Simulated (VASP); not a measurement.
# BeS (F-43m) in VASP: further runs

The runs below take BeS through single point, with BLYP+D3(BJ).

Everything below comes from runs of VASP 6.6.1. Logs are shortened: lines on timing, memory, paths and dates and some standing lists are left out, and cuts for length are marked.

### Step 1. The cell of the first run

Symmetry: F-43m, No. 216, cubic system. Conventional cell: a = 4.817 Å, b = 4.817 Å, c = 4.817 Å, α = 90.00°, β = 90.00°, γ = 90.00°. Within 2.8 Å of Be (site symmetry -43m) lie 4 S at 2.09 Å. S (site symmetry -43m) has 4 Be at 2.09 Å within 2.8 Å.

### Step 2. Single point, BLYP+D3(BJ)

Contents of INCAR:

```
AGGAC = 1.0 ; AGGAX = 1.0
ALDAC = 0.0 ; ALDAX = 1.0
ALGO = Normal ; EDIFF = 1E-6
ENCUT = 600 ; GGA = B5
GGA_COMPAT = F ; ISIF = 2
ISMEAR = 0 ; IVDW = 12
LASPH = T ; LCHARG = F
LREAL = F ; LWAVE = F
NBANDS = 11 ; NELM = 120
PREC = Accurate ; SIGMA = 0.05
VDW_A1 = 0.4298 ; VDW_A2 = 4.2359
VDW_S6 = 1.0 ; VDW_S8 = 2.6996
```

Contents of KPOINTS:

```
k-points
0
Gamma
  8 8 8
```

Contents of POSCAR:

```
BeS
1.0
    0.0000000000      2.4082603033      2.4082603033
    2.4082603033      0.0000000000      2.4082603033
    2.4082603033      2.4082603033      0.0000000000
Be S
1 1
Direct
    0.0000000000      0.0000000000      0.0000000000
    0.7500000000      0.7500000000      0.7500000000
```

Potentials or basis: VASP PAW PBE potentials, release 64 (Be, S).

Started as:

```
$ cat potpaw_PBE.64/Be/POTCAR potpaw_PBE.64/S/POTCAR > POTCAR
$ mpirun -np 1 vasp_std > vasp.out
```

OUTCAR:

```text
EDIFF = 1E-6
   ENCUT = 600
   GGA = B5
   ISIF = 2
   ISMEAR = 0
   IVDW = 12
   LASPH = T
   LREAL = F
   NELM = 120
   PREC = Accurate
 IVDW          = 12

 ion  position               nearest neighbor table
   1  0.000  0.000  0.000-   2 2.09   2 2.09   2 2.09   2 2.09
   2  0.750  0.750  0.750-   1 2.09   1 2.09   1 2.09   1 2.09

  LATTYP: Found a face centered cubic cell.
 ALAT       =     4.8165206066

  Lattice vectors:

 A1 = (   0.0000000000,   2.4082603033,   2.4082603033)
 A2 = (   2.4082603033,   0.0000000000,   2.4082603033)
 A3 = (   2.4082603033,   2.4082603033,   0.0000000000)

Analysis of symmetry for initial positions (statically):
=====================================================================
 Subroutine PRICEL returns:
 Original cell was already a primitive cell.

 Routine SETGRP: Setting up the symmetry group for a
 face centered cubic supercell.

 Subroutine GETGRP returns: Found 24 space group operations
 (whereof 24 operations were pure point group operations)
 out of a pool of 48 trial point group operations.

The static configuration has the point symmetry T_d .

Analysis of symmetry for dynamics (positions and initial velocities):
=====================================================================
 Subroutine PRICEL returns:
 Original cell was already a primitive cell.

 Routine SETGRP: Setting up the symmetry group for a
 face centered cubic supercell.

 Subroutine GETGRP returns: Found 24 space group operations
 (whereof 24 operations were pure point group operations)
 out of a pool of 48 trial point group operations.

The dynamic configuration has the point symmetry T_d .

 Subroutine INISYM returns: Found 24 space group operations
 (whereof 24 operations are pure point group operations),
 and found     1 'primitive' translations

----------------------------------------------------------------------------------------

                                     Primitive cell

  volume of cell :      27.9345

  direct lattice vectors                    reciprocal lattice vectors
     0.000000000  2.408260303  2.408260303    -0.207618753  0.207618753  0.207618753
     2.408260303  0.000000000  2.408260303     0.207618753 -0.207618753  0.207618753
     2.408260303  2.408260303  0.000000000     0.207618753  0.207618753 -0.207618753

  length of vectors
     3.405794383  3.405794383  3.405794383     0.359606228  0.359606228  0.359606228

  position of ions in fractional coordinates (direct lattice)
     0.000000000  0.000000000  0.000000000
     0.750000000  0.750000000  0.750000000

  ion indices of the primitive-cell ions
   primitive index   ion index
                 1           1
                 2           2

----------------------------------------------------------------------------------------

 KPOINTS: k-points

Automatic generation of k-mesh.
 Grid dimensions read from file:
 generate k-points for:    8    8    8

 Generating k-lattice:

  Cartesian coordinates                     Fractional coordinates (reciprocal lattice)
    -0.025952344  0.025952344  0.025952344     0.125000000  0.000000000  0.000000000
     0.025952344 -0.025952344  0.025952344     0.000000000  0.125000000  0.000000000
     0.025952344  0.025952344 -0.025952344     0.000000000  0.000000000  0.125000000

  Length of vectors
     0.044950779  0.044950779  0.044950779

  Shift w.r.t. Gamma in fractional coordinates (k-lattice)
     0.000000000  0.000000000  0.000000000

 Subroutine IBZKPT returns following result:
 ===========================================

 Found     29 irreducible k-points:

 Following reciprocal coordinates:
            Coordinates               Weight
  0.000000  0.000000  0.000000      1.000000
  0.125000  0.000000  0.000000      8.000000
  0.250000  0.000000  0.000000      8.000000
  0.375000  0.000000  0.000000      8.000000
  0.500000  0.000000  0.000000      4.000000
  0.125000  0.125000  0.000000      6.000000
[... 16 lines left out ...]
  0.500000  0.250000  0.125000     48.000000
 -0.375000  0.250000  0.125000     24.000000
 [... further k-points ...]
   k-points           NKPTS =     29   k-points in BZ     NKDIM =     29   number of bands    NBANDS=     11
   number of dos      NEDOS =    301   number of ions     NIONS =      2
   total plane-waves  NPLWV =  21952
   dimension x,y,z NGX =    28 NGY =   28 NGZ =   28
   dimension x,y,z NGXF=    56 NGYF=   56 NGZF=   56
   ions per type =               1   1
   NGX,Y,Z   is equivalent  to a cutoff of  13.67, 13.67, 13.67 a.u.
   NGXF,Y,Z  is equivalent  to a cutoff of  27.34, 27.34, 27.34 a.u.
 SYSTEM =  unknown system
   PREC   = accura    normal or accurate (medium, high low for compatibility)
   ISTART =      0    job   : 0-new  1-cont  2-samecut
   ICHARG =      2    charge: 1-file 2-atom 10-const
   ISPIN  =      1    spin polarized calculation?
   LNONCOLLINEAR =      F non collinear calculations
   LSORBIT =      F    spin-orbit coupling
   LASPH  =      T    aspherical Exc in radial PAW
   ENCUT  =  600.0 eV  44.10 Ry    6.64 a.u.   6.80  6.80  6.80*2*pi/ulx,y,z
   NELM   =    120;   NELMIN=  2; NELMDL= -5     # of ELM steps
   EDIFF  = 0.1E-05   stopping-criterion for ELM
   LREAL  =      F    real-space projection
   EDIFFG = 0.1E-04   stopping-criterion for IOM
   NSW    =      0    number of steps for IOM
   IBRION =     -1    ionic relax: 0-MD 1-quasi-New 2-CG
   NFREE  =      0    steps in history (QN), initial steepest desc. (CG)
   ISIF   =      2    stress and relaxation
   ISYM   =      2    0-nonsym 1-usesym 2-fastsym
   POTIM  = 0.5000    time-step for ionic-motion
   TEBEG  =    0.0;   TEEND  =   0.0 temperature during run
   PSTRESS=    0.0 pullay stress
   NELECT =       8.0000    total number of electrons
   NUPDOWN=      -1.0000    fix difference up-down
   EMIN   =  10.00;   EMAX   =-10.00  energy-range for DOS
   EFERMI =   0.00;   METHOD = LEGACY
   ISMEAR =     0;   SIGMA  =   0.05  broadening in eV -4-tet -1-fermi 0-gaus
   EFERMI_NEDOS =   21; number of points for ismear=-14 and -15
   IALGO  =     38    algorithm
   IMIX   =      4    mixing-type and parameters
     AMIX     =   0.40;   BMIX     =  1.00
     AMIX_MAG =   1.60;   BMIX_MAG =  1.00
  volume/ion in A,a.u.               =      13.97        94.26
  Fermi-wavevector in a.u.,A,eV,Ry     =   1.079091  2.039186 15.843132  1.164437
  Thomas-Fermi vector in A             =   2.215047
   LORBIT       =      0    0 simple, 1 ext, 2 COOP (PROOUT), +10 PAW based schemes
   GGA     = B5    functional components
   LHFCALC =     F    Hartree Fock is set to
   AEXX    =    0.0000 exact exchange contribution
   IVDW    =    12    specifies the selected vdW correction
   LEPSILON=     F    determine dielectric tensor
   LRPA    =     F    only Hartree local field effects (RPA)
 non-spin polarized calculation
 Gauss-broadening in eV      SIGMA  =   0.05
  energy-cutoff  :      600.00
  volume of cell :       27.93
 maximum number of plane-waves:       950
   NGX = 13   NGY = 13   NGZ = 13

 number of electron       8.0000000 magnetization

 Free energy of the ion-electron system (eV)
  ---------------------------------------------------
  ext. energy  EPLUGINS =         0.00000000
  ---------------------------------------------------
  free energy    TOTEN  =        -9.16083964 eV

  energy without entropy =       -9.16083964  energy(sigma->0) =       -9.16083964

 E-fermi :   4.9520     XC(G=0):  -9.1951

 val. band max:        4.7510716557   @ k =   0.0000   0.0000   0.0000
 cond. band min:       8.1136418759   @ k =   0.5000   0.5000   0.0000
 fundamental gap:      3.3625702202
 Fermi energy:         4.9519700708

 k-point     1 :       0.0000    0.0000    0.0000
  band No.  band energies     occupation
      1      -8.9894      2.00000
      2       4.7511      2.00000
      3       4.7511      2.00000
      4       4.7511      2.00000
      5      10.5384      0.00000
      6      10.5384      0.00000
      7      10.5384      0.00000
      8      11.0819      0.00000
      9      17.7440      0.00000
     10      17.7440      0.00000
     11      20.0323      0.00000

 k-point     2 :       0.1250    0.0000    0.0000
  band No.  band energies     occupation
      1      -8.8101      2.00000
      2       3.5690      2.00000
      3       4.5505      2.00000
      4       4.5505      2.00000
      5      10.5691      0.00000
      6      10.9003      0.00000
      7      10.9003      0.00000
      8      12.2627      0.00000
      9      17.0766      0.00000
     10      17.0766      0.00000
     11      19.8606      0.00000

 k-point     3 :       0.2500    0.0000    0.0000
  band No.  band energies     occupation
      1      -8.3161      2.00000
      2       1.4682      2.00000
      3       4.1494      2.00000
      4       4.1494      2.00000
      5      10.5473      0.00000
      6      11.4618      0.00000
      7      11.4618      0.00000
      8      14.3751      0.00000
      9      16.8415      0.00000
     10      16.8415      0.00000
     11      19.4258      0.00000

 k-point     4 :       0.3750    0.0000    0.0000
  band No.  band energies     occupation
      1      -7.6881      2.00000
      2      -0.3015      2.00000
      3       3.8253      2.00000
      4       3.8253      2.00000
      5      10.5092      0.00000
      6      11.5440      0.00000
      7      11.5440      0.00000
      8      15.9318      0.00000
      9      18.1924      0.00000
     10      18.1924      0.00000
     11      19.5765      0.00000
[... 239 lines left out ...]
 k-point    22 :       0.3750    0.2500    0.1250
  band No.  band energies     occupation
      1      -7.9123      2.00000
      2       1.2368      2.00000
      3       2.6042      2.00000
      4       3.6278      2.00000
      5      10.4616      0.00000
      6      12.2325      0.00000
      7      12.5357      0.00000
      8      13.4773      0.00000
      9      16.6599      0.00000
     10      19.4289      0.00000
     11      20.9944      0.00000

 k-point    23 :       0.5000    0.2500    0.1250
  band No.  band energies     occupation
      1      -7.3593      2.00000
      2       0.0654      2.00000
      3       2.0723      2.00000
      4       3.1543      2.00000
      5      10.9595      0.00000
      6      11.7776      0.00000
      7      13.4783      0.00000
      8      14.2305      0.00000
      9      17.6746      0.00000
     10      19.4008      0.00000
     11      21.5069      0.00000

 k-point    24 :      -0.3750    0.2500    0.1250
  band No.  band energies     occupation
      1      -7.0811      2.00000
      2      -0.4954      2.00000
      3       1.9797      2.00000
      4       2.9073      2.00000
      5      11.0523      0.00000
      6      11.5658      0.00000
      7      14.1062      0.00000
      8      15.5312      0.00000
      9      16.4302      0.00000
     10      20.2698      0.00000
     11      21.0759      0.00000

 [... further k-points ...]

------------------------ aborting loop because EDIFF is reached ----------------------------------------

 Edisp (eV)   -1.28941

 E8    (eV) :    -0.8623

  FORCE on cell =-STRESS in cart. coord.  units (eV):
  Direction    XX          YY          ZZ          XY          YZ          ZX
  --------------------------------------------------------------------------------------
  -------------------------------------------------------------------------------------
  Total      -0.23726    -0.23726    -0.23726     0.00000    -0.00000    -0.00000
  in kB     -13.60781   -13.60781   -13.60781     0.00000    -0.00000    -0.00000
  external pressure =      -13.61 kB  Pullay stress =        0.00 kB

 VOLUME and BASIS-vectors are now :
 -----------------------------------------------------------------------------
  energy-cutoff  :      600.00
  volume of cell :       27.93
      direct lattice vectors                 reciprocal lattice vectors
     0.000000000  2.408260303  2.408260303    -0.207618753  0.207618753  0.207618753
     2.408260303  0.000000000  2.408260303     0.207618753 -0.207618753  0.207618753
     2.408260303  2.408260303  0.000000000     0.207618753  0.207618753 -0.207618753

 POSITION                                       TOTAL-FORCE (eV/Angst)
 -----------------------------------------------------------------------------------
      0.00000      0.00000      0.00000        -0.000000     -0.000000      0.000000
      3.61239      3.61239      3.61239         0.000000      0.000000     -0.000000
 -----------------------------------------------------------------------------------
    total drift:                                0.000000      0.000000      0.000000

  FREE ENERGIE OF THE ION-ELECTRON SYSTEM (eV)
  ---------------------------------------------------
  free  energy   TOTEN  =       -10.4502498171 eV

  energy  without entropy=      -10.4502498171  energy(sigma->0) =      -10.45024982
```

It took 13 s on 1 thread of AMD EPYC 7R13 (Zen 3), shared host; peak memory 0.13 GiB.

Results:

```
Free energy                : -10.4502 eV
Pressure                   : -1.4 GPa
Band gap on the k mesh     : 3.36 eV, indirect (least direct gap 5.79 eV)
Dispersion energy per atom : -0.645 eV
```

Levels at points of the mesh, in eV from the valence-band top:
| k point | band 1 | band 2 | band 3 | band 4 | band 5 | band 6 | band 7 | band 8 | band 9 |
| --- | --- | --- | --- | --- | --- | --- | --- | --- | --- |
| (0.00, 0.00, 0.00) | -13.74 | 0.00 | 0.00 | 0.00 | 5.79 | 5.79 | 5.79 | 6.33 | 12.99 |
| (0.50, 0.00, 0.00) | -12.11 | -5.78 | -1.04 | -1.04 | 5.74 | 6.72 | 6.72 | 11.64 | 15.11 |
| (0.50, 0.50, 0.00) | -11.56 | -5.01 | -2.65 | -2.65 | 3.36 | 5.10 | 13.01 | 13.01 | 16.00 |

Caveat: the PAW data sets were made with another functional, which shifts forces and pressure a little.

### Step 3. Single point, BLYP+D3(BJ)

This run uses another cell than the first one, of 13.81 Å³/atom, 0.989 times its volume.

Contents of INCAR:

```
PREC     = Accurate       # precision mode
ENCUT    = 600            # plane-wave cutoff, eV
EDIFF    = 1E-6           # SCF threshold, eV
ISMEAR   = 0              # smearing method
SIGMA    = 0.05           # smearing width, eV
LREAL    = False          # projectors in reciprocal space
LASPH    = True           # aspherical terms in the spheres
NELM     = 120            # most SCF steps
ALGO     = Normal         # electronic algorithm
ISIF     = 2              # what is computed and relaxed
LWAVE    = False          # write WAVECAR
LCHARG   = True           # write CHGCAR
GGA      = B5             # functional
ALDAX    = 1.0          
AGGAX    = 1.0          
AGGAC    = 1.0          
ALDAC    = 0.0          
IVDW     = 12             # dispersion correction
VDW_S6   = 1.0          
VDW_S8   = 2.6996       
VDW_A1   = 0.4298       
VDW_A2   = 4.2359       
LELF     = True           # ELF
LVHAR    = True         
NBANDS   = 11             # bands
GGA_COMPAT= False
```

Contents of KPOINTS:

```
Automatic mesh
0
Gamma
  8 8 8
```

Contents of POSCAR:

```
BeS
1.0
    0.0000000000      2.3994094968      2.3994094968
    2.3994094968      0.0000000000      2.3994094968
    2.3994094968      2.3994094968      0.0000000000
Be S
1 1
Direct
    0.0000000000      0.0000000000      0.0000000000
    0.7500000000      0.7500000000      0.7500000000
```

Potentials or basis: VASP PAW PBE potentials, release 64 (Be, S).

Started as:

```
$ cat potpaw_PBE.64/Be/POTCAR potpaw_PBE.64/S/POTCAR > POTCAR
$ mpirun -np 1 vasp_std > vasp.out
```

Run time: 14 s. Hardware: 1 thread of AMD EPYC 7R13 (Zen 3), shared host; peak memory 0.13 GiB.

The run converged. Its results:

```yaml
Free_energy: -10.4518 eV
Pressure: -0.3 GPa
Band_gap_on_the_k_mesh: 3.34 eV, indirect (least direct gap 5.78 eV)
Dispersion_energy_per_atom: -0.652 eV
```

Levels at points of the mesh, in eV from the valence-band top:
| k point | band 1 | band 2 | band 3 | band 4 | band 5 | band 6 | band 7 | band 8 | band 9 |
| --- | --- | --- | --- | --- | --- | --- | --- | --- | --- |
| (0.00, 0.00, 0.00) | -13.82 | 0.00 | 0.00 | 0.00 | 5.78 | 5.78 | 5.78 | 6.43 | 13.01 |
| (0.50, 0.00, 0.00) | -12.16 | -5.85 | -1.06 | -1.06 | 5.78 | 6.72 | 6.72 | 11.70 | 15.17 |
| (0.50, 0.50, 0.00) | -11.59 | -5.07 | -2.69 | -2.69 | 3.34 | 5.09 | 13.10 | 13.10 | 16.16 |

Caveat: the PAW data sets were made with another functional, which shifts forces and pressure a little. A k mesh can miss the band edges.

### Step 4. Single point, BLYP+D3(BJ) (volume scaled by 1.02)

Contents of INCAR:

```
SYSTEM = BeS
PREC = Accurate ; ENCUT = 600
EDIFF = 1E-6 ; ISMEAR = 0
SIGMA = 0.05 ; LREAL = .False.
LASPH = .True. ; NELM = 120
ALGO = Normal ; ISIF = 2
LWAVE = .False. ; LCHARG = .False.
GGA = B5 ; ALDAX = 1.0
AGGAX = 1.0 ; AGGAC = 1.0
ALDAC = 0.0 ; IVDW = 12
VDW_S6 = 1.0 ; VDW_S8 = 2.6996
VDW_A1 = 0.4298 ; VDW_A2 = 4.2359
NBANDS = 11 ; GGA_COMPAT = .False.
```

Contents of KPOINTS:

```
regular mesh
0
Gamma
  8 8 8
  0 0 0
```

Contents of POSCAR:

```
BeS
1.0
    0.0000000000      2.4153000890      2.4153000890
    2.4153000890      0.0000000000      2.4153000890
    2.4153000890      2.4153000890      0.0000000000
Be S
1 1
Direct
    0.0000000000      0.0000000000      0.0000000000
    0.7500000000      0.7500000000      0.7500000000
```

Started as:

```
$ cat potpaw_PBE.64/Be/POTCAR potpaw_PBE.64/S/POTCAR > POTCAR
$ mpirun -np 1 vasp_std > vasp.out
```

It took 13 s on 1 thread of AMD EPYC 7R13 (Zen 3), shared host; peak memory 0.13 GiB.

It converged, with:

* Free energy: -10.4476 eV
* Pressure: -2.2 GPa
* Band gap on the k mesh: 3.38 eV, indirect (least direct gap 5.79 eV)
* Dispersion energy per atom: -0.639 eV

Levels at points of the mesh, in eV from the valence-band top:
```tsv
k point	band 2	band 3	band 4	band 5	band 6	band 7
(0.00, 0.00, 0.00)	0.00	0.00	0.00	5.79	5.79	5.79
(0.50, 0.00, 0.00)	-5.72	-1.03	-1.03	5.71	6.72	6.72
(0.50, 0.50, 0.00)	-4.97	-2.62	-2.62	3.38	5.11	12.94
```

Caveat: the cell differs from its parent crystal (volume scaled by 1.02); the PAW data sets were made with another functional, which shifts forces and pressure a little.

### Step 5. The runs side by side

| cell | gap on the mesh (eV) | pressure (GPa) |
| --- | --- | --- |
| a = 3.406 Å, angles 60.0°, 2 atoms | 3.36 | -1.4 |
| a = 3.393 Å, angles 60.0°, 2 atoms | 3.34 | -0.3 |
| a = 3.416 Å, angles 60.0°, 2 atoms | 3.38 | -2.2 |

Alike in all rows: task single point; level BLYP+D3(BJ); potentials or basis VASP PAW PBE potentials, release 64 (Be, S); no spin polarisation; k mesh 8 × 8 × 8; cutoff (eV) 600; smearing gaussian 0.05 eV.

Caveats: the PAW data sets were made with another functional, which shifts forces and pressure a little.

Absolute energies hang on the potentials; compare differences alone.
